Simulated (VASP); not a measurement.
Set up this calculation in VASP 6.6.1, as the native input.

```yaml
Task: single point
Functional: PBEsol
Potentials_or_basis: VASP PAW PBE potentials, release 64 (Sn_d, Ge_d)
Cutoff: 520 eV
k_mesh: 12 × 12 × 12
Occupations: gaussian, width 0.1 eV
Spin: no spin polarisation
Dipole_correction: no
Further_INCAR_settings: ALGO = Normal; EDIFF = 1e-06; NBANDS = 28
```

The structure of SnGe2 lies in POSCAR:

```
SnGe2
1.0
    0.0000000000      3.3362757281      3.3362757281
    3.3362757281      0.0000000000      3.3362757281
    3.3362757281      3.3362757281      0.0000000000
Sn Ge
1 2
Direct
    0.0000000000      0.0000000000      0.0000000000
    0.7500000000      0.7500000000      0.7500000000
    0.2500000000      0.2500000000      0.2500000000
```

The input as run:

INCAR

```
  ALGO = Normal
  EDIFF = 1E-6
  ENCUT = 520
  GGA = PS
  ISIF = 2
  ISMEAR = 0
  LASPH = T
  LCHARG = F
  LREAL = F
  LWAVE = F
  NBANDS = 28
  NELM = 100
  PREC = Accurate
  SIGMA = 0.1
```

KPOINTS

```
k-points
0
Gamma
  12 12 12
```

Potentials or basis: VASP PAW PBE potentials, release 64 (Sn_d, Ge_d).

Run with:

```bash
$ cat potpaw_PBE.64/Sn_d/POTCAR potpaw_PBE.64/Ge_d/POTCAR > POTCAR
$ mpirun -np 1 vasp_std > vasp.out
```

It gave:

| Property | Result |
| --- | --- |
| Pressure | 0.0 GPa |
| Band gap on the k mesh | zero (bands 21 and 22 overlap by 1.62 eV) |

Caveat: the PAW data sets were made with another functional, which shifts forces and pressure a little; spin-orbit coupling is left out, which moves the levels of the heavy elements.

Run time: 99 s on 1 thread of AMD EPYC 7R13 Processor (Zen 3) (shared host), peak memory 0.26 GiB.
